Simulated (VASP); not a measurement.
Lu:

```
Lu
1.0
     3.50482    0.00000    0.00000
    -1.75241    3.03526    0.00000
     0.00000    0.00000    5.46968
Lu
2
Cartesian
  0.0000 2.0235 1.3674
  1.7524 1.0118 4.1023
```

Base run:

```yaml
Program: VASP 6.6.1
Functional: r2SCAN
Potentials_or_basis: VASP PAW PBE potentials, release 64 (Lu)
Cutoff: 520 eV
k_mesh: 10 × 10 × 6
Occupations: fermi-dirac, width 0.1 eV
Spin: no spin polarisation
```

Its results: band gap on the k mesh zero (band 25 reaches 3.52 eV, above the bottom of band 26 at 1.52 eV); pressure 0.3 GPa.

Task: After a change of settings the same cell gave: band gap on the k mesh zero (band 25 reaches 3.54 eV, above the bottom of band 26 at 1.55 eV); pressure -0.6 GPa. Which change was it?
A. k mesh from 10 × 10 × 6 to 8 × 8 × 5
B. k mesh from 10 × 10 × 6 to 4 × 4 × 2
C. k mesh from 10 × 10 × 6 to 3 × 3 × 2
D. k mesh from 10 × 10 × 6 to 2 × 2 × 1

Result: C.

Caveats: some runs use coarse meshes; the PAW data sets were made with another functional, which shifts forces and pressure a little; spin-orbit coupling is left out, which moves the levels of the heavy elements.
